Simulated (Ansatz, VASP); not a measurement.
## AlFe in VASP and in Ansatz

```
CELL_PARAMETERS angstrom
2.96707 0.00000 0.00000
0.00000 2.96707 0.00000
0.00000 0.00000 2.96707
ATOMIC_POSITIONS crystal
Al 0.00000 0.00000 0.00000
Fe 0.50000 0.50000 0.50000
```

Change from the starting cell: volume scaled by 1.06, crystal datasets.

Alike in both runs: task electric field gradients; functional PBE; k mesh 12 × 12 × 12; occupations fermi-dirac, width 0.05 eV; collinear spin.

|  | VASP | Ansatz |
| --- | --- | --- |
| version | VASP 6.6.1 | Ansatz 0.2.0 |
| potentials or method | VASP PAW PBE potentials, release 64 (Al, Fe), cutoff 520 eV | all-electron PAW with datasets made for the crystal, scalar-relativistic |

```csv
,VASP,Ansatz,Ansatz less VASP
pressure (GPa),-13.5,-13.5,-0.02
net moment per atom (μB),0.39,0.39,0.000
size of the moment on the site where the two differ most (μB),0.03,0.04,+0.011
```

Site moments also hang on the region over which each program counts them. Ansatz ran all-electron here, and VASP with PAW potentials.
